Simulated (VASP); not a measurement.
# CdO (Fm-3m) in VASP: notebook

The runs below take CdO through electric field gradients, with PBE, r2SCAN+D3(BJ).

Everything below comes from runs of VASP 6.6.1. Logs are shortened: lines on timing, memory, paths and dates and some standing lists are left out, and cuts for length are marked.

**1. The cell of the first run**

It takes space group Fm-3m (No. 225, cubic). Conventional cell: a = 4.773 Å, b = 4.773 Å, c = 4.773 Å, α = 90.00°, β = 90.00°, γ = 90.00°. Cd (site symmetry m-3m) has 6 O at 2.39 Å within 3.2 Å. Within 3.2 Å of O (site symmetry m-3m) lie 6 Cd at 2.39 Å.

**2. Electric field gradients, PBE (13.59 Å³/atom)**

Contents of INCAR:

```
ALGO     = Normal         # electronic algorithm
EDIFF    = 1E-8           # SCF threshold, eV
ENCUT    = 520            # plane-wave cutoff, eV
GGA      = PE             # functional
GGA_COMPAT= F            
ISIF     = 2              # what is computed and relaxed
ISMEAR   = -1             # smearing method
LASPH    = T              # aspherical terms in the spheres
LCHARG   = F              # write CHGCAR
LEFG     = T            
LREAL    = F              # projectors in reciprocal space
LWAVE    = F              # write WAVECAR
NBANDS   = 20             # bands
NELM     = 120            # most SCF steps
PREC     = Accurate       # precision mode
SIGMA    = 0.02           # smearing width, eV
```

Contents of KPOINTS:

```
k-points
0
Gamma
  11 11 11
```

Contents of POSCAR:

```
CdO
1.0
    0.0000000000      2.3866511052      2.3866511052
    2.3866511052      0.0000000000      2.3866511052
    2.3866511052      2.3866511052      0.0000000000
Cd O
1 1
Direct
    0.0000000000      0.0000000000      0.0000000000
    0.5000000000      0.5000000000      0.5000000000
```

Potentials or basis: VASP PAW PBE potentials, release 64 (Cd_sv_GW, O).

On the command line:

```bash
cat potpaw_PBE.64/Cd_sv_GW/POTCAR potpaw_PBE.64/O/POTCAR > POTCAR
mpirun -np 1 vasp_std > vasp.out
```

OUTCAR:

```text
EDIFF = 1E-8
   ENCUT = 520
   GGA = PE
   ISIF = 2
   ISMEAR = -1
   LASPH = T
   LREAL = F
   NELM = 120
   PREC = Accurate

 ion  position               nearest neighbor table
   1  0.000  0.000  0.000-
   2  0.500  0.500  0.500-

  LATTYP: Found a face centered cubic cell.
 ALAT       =     4.7733022104

  Lattice vectors:

 A1 = (   0.0000000000,   2.3866511052,   2.3866511052)
 A2 = (   2.3866511052,   0.0000000000,   2.3866511052)
 A3 = (   2.3866511052,   2.3866511052,   0.0000000000)

Analysis of symmetry for initial positions (statically):
=====================================================================
 Subroutine PRICEL returns:
 Original cell was already a primitive cell.

 Routine SETGRP: Setting up the symmetry group for a
 face centered cubic supercell.

 Subroutine GETGRP returns: Found 48 space group operations
 (whereof 48 operations were pure point group operations)
 out of a pool of 48 trial point group operations.

The static configuration has the point symmetry O_h .

Analysis of symmetry for dynamics (positions and initial velocities):
=====================================================================
 Subroutine PRICEL returns:
 Original cell was already a primitive cell.

 Routine SETGRP: Setting up the symmetry group for a
 face centered cubic supercell.

 Subroutine GETGRP returns: Found 48 space group operations
 (whereof 48 operations were pure point group operations)
 out of a pool of 48 trial point group operations.

The dynamic configuration has the point symmetry O_h .

 Subroutine INISYM returns: Found 48 space group operations
 (whereof 48 operations are pure point group operations),
 and found     1 'primitive' translations

----------------------------------------------------------------------------------------

                                     Primitive cell

  volume of cell :      27.1892

  direct lattice vectors                    reciprocal lattice vectors
     0.000000000  2.386651105  2.386651105    -0.209498573  0.209498573  0.209498573
     2.386651105  0.000000000  2.386651105     0.209498573 -0.209498573  0.209498573
     2.386651105  2.386651105  0.000000000     0.209498573  0.209498573 -0.209498573

  length of vectors
     3.375234362  3.375234362  3.375234362     0.362862172  0.362862172  0.362862172

  position of ions in fractional coordinates (direct lattice)
     0.000000000  0.000000000  0.000000000
     0.500000000  0.500000000  0.500000000

  ion indices of the primitive-cell ions
   primitive index   ion index
                 1           1
                 2           2

----------------------------------------------------------------------------------------

 KPOINTS: k-points

Automatic generation of k-mesh.
 Grid dimensions read from file:
 generate k-points for:   11   11   11

 Generating k-lattice:

  Cartesian coordinates                     Fractional coordinates (reciprocal lattice)
    -0.019045325  0.019045325  0.019045325     0.090909091  0.000000000  0.000000000
     0.019045325 -0.019045325  0.019045325     0.000000000  0.090909091  0.000000000
     0.019045325  0.019045325 -0.019045325     0.000000000  0.000000000  0.090909091

  Length of vectors
     0.032987470  0.032987470  0.032987470

  Shift w.r.t. Gamma in fractional coordinates (k-lattice)
     0.000000000  0.000000000  0.000000000

 Subroutine IBZKPT returns following result:
 ===========================================

 Found     56 irreducible k-points:

 Following reciprocal coordinates:
            Coordinates               Weight
  0.000000  0.000000  0.000000      1.000000
  0.090909  0.000000  0.000000      8.000000
  0.181818  0.000000  0.000000      8.000000
  0.272727  0.000000  0.000000      8.000000
  0.363636  0.000000  0.000000      8.000000
  0.454545  0.000000  0.000000      8.000000
[... 16 lines left out ...]
 -0.272727  0.181818  0.000000     24.000000
 -0.181818  0.181818  0.000000     12.000000
 [... further k-points ...]
   k-points           NKPTS =     56   k-points in BZ     NKDIM =     56   number of bands    NBANDS=     20
   number of dos      NEDOS =    301   number of ions     NIONS =      2
   total plane-waves  NPLWV =  21952
   dimension x,y,z NGX =    28 NGY =   28 NGZ =   28
   dimension x,y,z NGXF=    56 NGYF=   56 NGZF=   56
   ions per type =               1   1
   NGX,Y,Z   is equivalent  to a cutoff of  13.79, 13.79, 13.79 a.u.
   NGXF,Y,Z  is equivalent  to a cutoff of  27.58, 27.58, 27.58 a.u.
 SYSTEM =  unknown system
   PREC   = accura    normal or accurate (medium, high low for compatibility)
   ISTART =      0    job   : 0-new  1-cont  2-samecut
   ICHARG =      2    charge: 1-file 2-atom 10-const
   ISPIN  =      1    spin polarized calculation?
   LNONCOLLINEAR =      F non collinear calculations
   LSORBIT =      F    spin-orbit coupling
   LASPH  =      T    aspherical Exc in radial PAW
   ENCUT  =  520.0 eV  38.22 Ry    6.18 a.u.   6.28  6.28  6.28*2*pi/ulx,y,z
   NELM   =    120;   NELMIN=  2; NELMDL= -5     # of ELM steps
   EDIFF  = 0.1E-07   stopping-criterion for ELM
   LREAL  =      F    real-space projection
   EDIFFG = 0.1E-06   stopping-criterion for IOM
   NSW    =      0    number of steps for IOM
   IBRION =     -1    ionic relax: 0-MD 1-quasi-New 2-CG
   NFREE  =      0    steps in history (QN), initial steepest desc. (CG)
   ISIF   =      2    stress and relaxation
   ISYM   =      2    0-nonsym 1-usesym 2-fastsym
   POTIM  = 0.5000    time-step for ionic-motion
   TEBEG  =    0.0;   TEEND  =   0.0 temperature during run
   PSTRESS=    0.0 pullay stress
   NELECT =      26.0000    total number of electrons
   NUPDOWN=      -1.0000    fix difference up-down
   EMIN   =  10.00;   EMAX   =-10.00  energy-range for DOS
   EFERMI =   0.00;   METHOD = LEGACY
   ISMEAR =    -1;   SIGMA  =   0.02  broadening in eV -4-tet -1-fermi 0-gaus
   EFERMI_NEDOS =   21; number of points for ismear=-14 and -15
   IALGO  =     38    algorithm
   IMIX   =      4    mixing-type and parameters
     AMIX     =   0.40;   BMIX     =  1.00
     AMIX_MAG =   1.60;   BMIX_MAG =  1.00
  volume/ion in A,a.u.               =      13.59        91.74
  Fermi-wavevector in a.u.,A,eV,Ry     =   1.612874  3.047889 35.393671  2.601361
  Thomas-Fermi vector in A             =   2.708034
   LORBIT       =      0    0 simple, 1 ext, 2 COOP (PROOUT), +10 PAW based schemes
   GGA     = PE    functional components
   LHFCALC =     F    Hartree Fock is set to
   AEXX    =    0.0000 exact exchange contribution
   IVDW    =     0    specifies the selected vdW correction
   LEPSILON=     F    determine dielectric tensor
   LRPA    =     F    only Hartree local field effects (RPA)
 non-spin polarized calculation
  energy-cutoff  :      520.00
  volume of cell :       27.19
 maximum number of plane-waves:       751
 NGX is ok and might be reduce to    28
   NGX = 13   NGY = 13   NGZ = 13

 number of electron      26.0000006 magnetization

 Free energy of the ion-electron system (eV)
  ---------------------------------------------------
  ext. energy  EPLUGINS =         0.00000000
  ---------------------------------------------------
  free energy    TOTEN  =        -7.82547782 eV

  energy without entropy =       -7.82532485  energy(sigma->0) =       -7.82540134

 E-fermi :   4.4731     XC(G=0): -11.6408

 val. band max:        4.4024130858   @ k =   0.4545   0.0000   0.0000
 cond. band min:       4.8509469185   @ k =   0.0909   0.0000   0.0000
 fundamental gap:      0.4485338326
 Fermi energy:         4.4730738614

 k-point     1 :       0.0000    0.0000    0.0000
  band No.  band energies     occupation
      1     -95.9899      2.00000
      2     -57.0751      2.00000
      3     -57.0751      2.00000
      4     -57.0751      2.00000
      5     -12.6007      2.00000
      6      -2.2041      2.00000
[... 12 lines left out ...]
     19      21.9756      0.00000
     20      21.9756      0.00000

 k-point     2 :       0.0909    0.0000    0.0000
  band No.  band energies     occupation
      1     -95.9899      2.00000
      2     -57.0765      2.00000
      3     -57.0754      2.00000
      4     -57.0754      2.00000
      5     -12.5496      2.00000
      6      -2.2311      2.00000
[... 498 lines left out ...]
 k-point    24 :      -0.1818    0.1818    0.0000
  band No.  band energies     occupation
      1     -95.9895      2.00000
      2     -57.0827      2.00000
      3     -57.0783      2.00000
      4     -57.0766      2.00000
      5     -12.1782      2.00000
      6      -2.5205      2.00000
[... 12 lines left out ...]
     19      22.7688      0.00000
     20      24.6852      0.00000

 [... further k-points ...]

------------------------ aborting loop because EDIFF is reached ----------------------------------------

  FORCE on cell =-STRESS in cart. coord.  units (eV):
  Direction    XX          YY          ZZ          XY          YZ          ZX
  --------------------------------------------------------------------------------------
  -------------------------------------------------------------------------------------
  Total       -0.4620581     -0.4620581     -0.4620581     -0.0000000      0.0000000     -0.0000000
  in kB      -27.2276604    -27.2276604    -27.2276604     -0.0000000      0.0000000     -0.0000000
  external PRESSURE =     -27.2276604 kB  Pullay stress =       0.0000000 kB

 VOLUME and BASIS-vectors are now :
 -----------------------------------------------------------------------------
  energy-cutoff  :      520.00
  volume of cell :       27.19
      direct lattice vectors                 reciprocal lattice vectors
     0.000000000  2.386651105  2.386651105    -0.209498573  0.209498573  0.209498573
     2.386651105  0.000000000  2.386651105     0.209498573 -0.209498573  0.209498573
     2.386651105  2.386651105  0.000000000     0.209498573  0.209498573 -0.209498573

 POSITION                                       TOTAL-FORCE (eV/Angst)
 -----------------------------------------------------------------------------------
      0.00000      0.00000      0.00000         0.000000     -0.000000      0.000000
      2.38665      2.38665      2.38665        -0.000000      0.000000     -0.000000
 -----------------------------------------------------------------------------------
    total drift:                                0.000000      0.000000      0.000000

  FREE ENERGIE OF THE ION-ELECTRON SYSTEM (eV)
  ---------------------------------------------------
  free  energy   TOTEN  =        -7.8254778200 eV

  energy  without entropy=       -7.8253248515  energy(sigma->0) =       -7.82540134

 Electric field gradients (V/A^2)
---------------------------------------------------------------------
 ion       V_xx      V_yy      V_zz      V_xy      V_xz      V_yz
---------------------------------------------------------------------
   1       0.000    -0.000    -0.000    -0.004    -0.004    -0.004
   2       0.000     0.000    -0.000    -0.000    -0.000    -0.000
---------------------------------------------------------------------

 Electric field gradients after diagonalization (V/A^2)
 (convention: |V_zz| > |V_xx| > |V_yy|)
----------------------------------------------------------------------
 ion       V_xx      V_yy      V_zz     asymmetry (V_yy - V_xx)/ V_zz
----------------------------------------------------------------------
   1       0.004     0.004    -0.007       0.000
   2       0.000     0.000    -0.001       0.000
----------------------------------------------------------------------

           NMR quadrupolar parameters

 Cq : quadrupolar parameter    Cq=e*Q*V_zz/h
 eta: asymmetry parameters     (V_yy - V_xx)/ V_zz
 Q  : nuclear electric quadrupole moment in mb (millibarn)
----------------------------------------------------------------------
 ion       Cq(MHz)       eta       Q (mb)
----------------------------------------------------------------------
   1      -0.000       0.000       1.000
   2      -0.000       0.000       1.000
----------------------------------------------------------------------
```

Wall time 45 s (1 thread of Intel Xeon Platinum 8259CL at 2.50GHz (Skylake/Cascade Lake), shared host); peak memory 0.19 GiB.

What came out:

```
Free energy                             : -7.8255 eV
Pressure                                : -2.7 GPa
Band gap on the k mesh                  : zero (bands 13 and 14 overlap by 0.48 eV)
Largest electric field gradient by atom : under 0.05 V/Å² on every atom
```

Levels at points of the mesh, in eV from the Fermi level:
```
           k point  band 10  band 11  band 12  band 13  band 14  band 15  band 16  band 17
(0.00, 0.00, 0.00)    -6.40    -1.23    -1.23    -1.23    -0.55    14.44    16.66    16.66
```

Caveat: semilocal functionals underestimate gaps, and a narrow one can read as zero.

**3. Electric field gradients, PBE, non-collinear spin, zero start, spin-orbit coupling**

This run uses another cell than the first one, of 12.95 Å³/atom.

Contents of INCAR:

```
  ALGO = Normal
  EDIFF = 1E-8
  ENCUT = 520
  GGA = PE
  GGA_COMPAT = False
  ISIF = 2
  ISMEAR = -1
  LASPH = True
  LCHARG = False
  LEFG = True
  LNONCOLLINEAR = True
  LORBIT = 11
  LORBMOM = True
  LREAL = False
  LSORBIT = True
  LWAVE = False
  MAGMOM = 0 0 0 0 0 0
  NBANDS = 30
  NELM = 200
  PREC = Accurate
  SIGMA = 0.02
```

KPOINTS is that of step 2.

Contents of POSCAR:

```
CdO
1.0
    0.0000000000      2.3481500000      2.3481500000
    2.3481500000      0.0000000000      2.3481500000
    2.3481500000      2.3481500000      0.0000000000
Cd O
1 1
Direct
    0.0000000000      0.0000000000      0.0000000000
    0.5000000000      0.5000000000      0.5000000000
```

Potentials or basis: VASP PAW PBE potentials, release 64 (Cd, O).

On the command line:

```bash
cat potpaw_PBE.64/Cd/POTCAR potpaw_PBE.64/O/POTCAR > POTCAR
mpirun -np 1 vasp_ncl > vasp.out
```

OUTCAR:

```text
EDIFF = 1E-8
   ENCUT = 520
   GGA = PE
   ISIF = 2
   ISMEAR = -1
   LASPH = True
   LNONCOLLINEAR = True
   LORBIT = 11
   LREAL = False
   LSORBIT = True
   NELM = 200
   PREC = Accurate

 ion  position               nearest neighbor table
   1  0.000  0.000  0.000-   2 2.35   2 2.35   2 2.35   2 2.35   2 2.35   2 2.35
   2  0.500  0.500  0.500-   1 2.35   1 2.35   1 2.35   1 2.35   1 2.35   1 2.35

  LATTYP: Found a face centered cubic cell.
 ALAT       =     4.6963000000

  Lattice vectors:

 A1 = (   0.0000000000,   2.3481500000,   2.3481500000)
 A2 = (   2.3481500000,   0.0000000000,   2.3481500000)
 A3 = (   2.3481500000,   2.3481500000,   0.0000000000)

Analysis of symmetry for initial positions (statically):
=====================================================================
 Subroutine PRICEL returns:
 Original cell was already a primitive cell.

 Routine SETGRP: Setting up the symmetry group for a
 face centered cubic supercell.

 Subroutine GETGRP returns: Found 48 space group operations
 (whereof 48 operations were pure point group operations)
[... 1085 lines left out ...]
     0.0000000     0.0000000     0.0000000     0.0000000     0.0000000     0.0000000     0.0000000
     0.0000000     0.0000000     0.0000000     0.0000000     0.0000000     0.0000000     0.0000000
     0.0000000     0.0000000     0.0000000     0.0000000     0.0000000     0.0000000     0.0000000
     0.0000000     0.0000000     0.0000000     0.0000000     0.0000000     0.0000000     0.0000000
     0.0000000     0.0000000     0.0000000     0.0000000     0.0000000     0.0000000     0.0000000
     0.0000000     0.0000000     0.0000000     0.0000000     0.0000000     0.0000000     0.0000000

 Ion:    2  E_soc:     -0.0003956
 l=   1
     0.0000000    -0.0000659    -0.0000659
    -0.0000659     0.0000000    -0.0000659
    -0.0000659    -0.0000659     0.0000000
 l=   2
     0.0000000     0.0000000     0.0000000     0.0000000     0.0000000
     0.0000000     0.0000000     0.0000000     0.0000000     0.0000000
     0.0000000     0.0000000     0.0000000     0.0000000     0.0000000
     0.0000000     0.0000000     0.0000000     0.0000000     0.0000000
     0.0000000     0.0000000     0.0000000     0.0000000     0.0000000
 l=   3
     0.0000000     0.0000000     0.0000000     0.0000000     0.0000000     0.0000000     0.0000000
     0.0000000     0.0000000     0.0000000     0.0000000     0.0000000     0.0000000     0.0000000
     0.0000000     0.0000000     0.0000000     0.0000000     0.0000000     0.0000000     0.0000000
     0.0000000     0.0000000     0.0000000     0.0000000     0.0000000     0.0000000     0.0000000
     0.0000000     0.0000000     0.0000000     0.0000000     0.0000000     0.0000000     0.0000000
     0.0000000     0.0000000     0.0000000     0.0000000     0.0000000     0.0000000     0.0000000
     0.0000000     0.0000000     0.0000000     0.0000000     0.0000000     0.0000000     0.0000000

 total charge

# of ion       s       p       d       tot
------------------------------------------
    1        0.336   0.259   9.654  10.250
    2        1.574   3.362   0.000   4.936
--------------------------------------------------
tot          1.910   3.621   9.654  15.186

 magnetization (x)

# of ion       s       p       d       tot
------------------------------------------
    1        0.000  -0.000  -0.000  -0.000
    2        0.000   0.000   0.000   0.000
--------------------------------------------------
tot          0.000  -0.000  -0.000  -0.000

 magnetization (y)

# of ion       s       p       d       tot
------------------------------------------
    1        0.000   0.000   0.000   0.000
    2        0.000   0.000   0.000   0.000
--------------------------------------------------
tot          0.000   0.000   0.000   0.000

 magnetization (z)

# of ion       s       p       d       tot
------------------------------------------
    1        0.000  -0.000   0.000   0.000
    2        0.000   0.000   0.000   0.000
--------------------------------------------------
tot          0.000   0.000   0.000   0.000
```

OSZICAR:

```text
N       E                     dE             d eps       ncg     rms          rms(c)
DAV:   1     0.150238613837E+03    0.15024E+03   -0.98311E+03  3448   0.124E+03
DAV:   2    -0.236139020314E+01   -0.15260E+03   -0.14214E+03  3690   0.344E+02
DAV:   3    -0.949786024441E+01   -0.71365E+01   -0.70977E+01  3954   0.829E+01
DAV:   4    -0.952898071977E+01   -0.31120E-01   -0.31118E-01  3712   0.556E+00
DAV:   5    -0.952906647833E+01   -0.85759E-04   -0.85758E-04  3916   0.257E-01    0.107E+01
DAV:   6    -0.772001845471E+01    0.18090E+01   -0.41211E+00  4494   0.421E+01    0.922E+00
DAV:   7    -0.774285635855E+01   -0.22838E-01   -0.10635E+00  3546   0.102E+01    0.479E+00
DAV:   8    -0.772710101409E+01    0.15755E-01   -0.12438E-01  3588   0.319E+00    0.105E+00
DAV:   9    -0.771915805910E+01    0.79430E-02   -0.13040E-02  4078   0.153E+00    0.166E-01
DAV:  10    -0.771928765604E+01   -0.12960E-03   -0.20055E-03  3558   0.465E-01    0.864E-02
DAV:  11    -0.771930979521E+01   -0.22139E-04   -0.58703E-05  3842   0.717E-02    0.325E-02
DAV:  12    -0.771933223646E+01   -0.22441E-04   -0.29344E-05  3522   0.543E-02    0.167E-02
DAV:  13    -0.771933034810E+01    0.18884E-05   -0.32713E-06  3828   0.226E-02    0.459E-03
DAV:  14    -0.771933020919E+01    0.13891E-06   -0.84796E-07  3606   0.847E-03    0.337E-03
DAV:  15    -0.771933008510E+01    0.12409E-06   -0.72914E-08  3648   0.423E-03    0.329E-04
DAV:  16    -0.771933007902E+01    0.60813E-08   -0.74238E-09  3158   0.901E-04
   1 F= -.77193301E+01 E0= -.77192572E+01  d E =-.145809E-03  mag=     0.0000    -0.0000    -0.0000
```

Wall time 4.3 min (1 thread of Oxide Virtual Turin-like, shared host); peak memory 0.24 GiB.

What came out:

| Quantity | Value |
| --- | --- |
| Free energy | -7.7193 eV |
| Pressure | 7.8 GPa |
| Net moment | 0.00 μB per cell |
| Largest electric field gradient by atom | under 0.05 V/Å² on every atom |
| Valence electrons inside the program's atomic spheres | Cd 10.25; O 4.94 |

Moments on the atoms (μB; x, y, z):
```
Cd  0.00 0.00 0.00
O   0.00 0.00 0.00
```

Caveat: the cell stands under pressure.

[end of part 1 of 2]

The gap in the log of VASP goes by the Fermi energy; the results here count the filled bands.